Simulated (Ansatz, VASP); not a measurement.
Two plane-wave programs on Mg2Si

Contents of POSCAR:

```
Mg2Si
1.0
    0.0000000000      3.1689705497      3.1689705497
    3.1689705497      0.0000000000      3.1689705497
    3.1689705497      3.1689705497      0.0000000000
Mg Si
2 1
Direct
    0.2500000000      0.2500000000      0.2500000000
    0.7500000000      0.7500000000      0.7500000000
    0.0000000000      0.0000000000      0.0000000000
```

File INCAR.step1:

```
PREC = Accurate ; ENCUT = 660
ISMEAR = 0 ; SIGMA = 0.01
LREAL = False ; LASPH = True
NELM = 120 ; NBANDS = 11
GGA = PE ; ALGO = Normal
EDIFF = 1E-5 ; LWAVE = True
LCHARG = False ; GGA_COMPAT = False
```

File INCAR.step2:

```
PREC = Accurate ; ENCUT = 660
EDIFF = 1E-6 ; ISMEAR = 0
SIGMA = 0.01 ; LREAL = False
LASPH = True ; NELM = 120
ALGO = Normal ; ISIF = 2
LWAVE = False ; LCHARG = False
METAGGA = R2SCAN ; LMIXTAU = True
NBANDS = 11 ; ISTART = 1
GGA_COMPAT = False
```

The input KPOINTS:

```
regular mesh
0
Gamma
  8 8 8
```

Input for Ansatz:

```yaml
crystal:
  lattice:
    - [0.0, 3.1689705497, 3.1689705497]
    - [3.1689705497, 0.0, 3.1689705497]
    - [3.1689705497, 3.1689705497, 0.0]
  atoms:
    - { symbol: Mg, position: [0.25, 0.25, 0.25] }
    - { symbol: Mg, position: [0.75, 0.75, 0.75] }
    - { symbol: Si, position: [0.0, 0.0, 0.0] }
kpoints:
  mp_grid: { grid: [8, 8, 8] }
  band_path:
    path:
      - [0.0, 0.0, 0.0]
      - [0.5, 0.0, 0.5]
      - [0.625, 0.25, 0.625]
      - [0.375, 0.375, 0.75]
      - [0.5, 0.5, 0.5]
      - [0.5, 0.25, 0.75]
      - [0.0, 0.5, 0.5]
    npoints: 1
hamiltonian:
  xc: r2scan
scf:
  occupations: { method: fixed }
  n_extra_bands: 4
output:
  forces: true
  stress: true
  eigenvalues: true
```

Alike in both runs: task single point; functional r2SCAN; k mesh 8 × 8 × 8; no spin polarisation.

|  | VASP | Ansatz |
| --- | --- | --- |
| version | VASP 6.6.1 | Ansatz 0.2.0 |
| potentials or method | VASP PAW PBE potentials, release 64 (Mg, Si) | plane waves, PAW |
| plane-wave cutoff (eV) | 660 | 500 |
| occupations | gaussian, width 0.01 eV | fixed |
| valence electrons in the cell | 8 | 24 |

```tsv
	VASP	Ansatz	Ansatz less VASP
gap on the k mesh at the Fermi level (eV)	0.45	0.45	-0.003
pressure (GPa)	-0.3	0.0	+0.28
```

VASP's potentials were made for PBE, not for r2SCAN. VASP's potentials hold 8 valence electrons a cell and Ansatz's 24, so a difference there can come from the potentials and not from the codes.
